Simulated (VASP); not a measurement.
Crystal: AlN.

```
Al N
1.0
     0.00000    2.13941    2.13941
     2.13941    0.00000    2.13941
     2.13941    2.13941    0.00000
Al N
1 1
Direct
  0.00000 0.00000 0.00000
  0.25000 0.25000 0.25000
```

Base run:

| Item | Value |
| --- | --- |
| Program | VASP 6.6.1 |
| Functional | b88 exchange, pbe correlation |
| Potentials or basis | VASP PAW PBE potentials, release 64 (Al, N) |
| Cutoff | 600 eV |
| k mesh | 10 × 10 × 10 |
| Occupations | fermi-dirac, width 0.05 eV |
| Spin | no spin polarisation |

Its results: band gap on the k mesh 3.37 eV (least direct gap 4.77 eV); pressure 19.3 GPa.

**Question.** The run is repeated on the same cell with these changes: functional from b88 exchange, pbe correlation to B3LYP; cutoff from 600 eV to 520 eV; k mesh from 10 × 10 × 10 to 5 × 5 × 5. What comes out?

**Answer.** Band gap on the k mesh 5.97 eV (least direct gap 6.81 eV); pressure 18.2 GPa.

Several settings changed at once.

Caveats: some runs use coarse meshes; the PAW data sets were made with another functional, which shifts forces and pressure a little; the cell stands under pressure (at least some runs); an odd mesh through Γ misses points on the zone boundary, where band edges can lie (at least some runs).
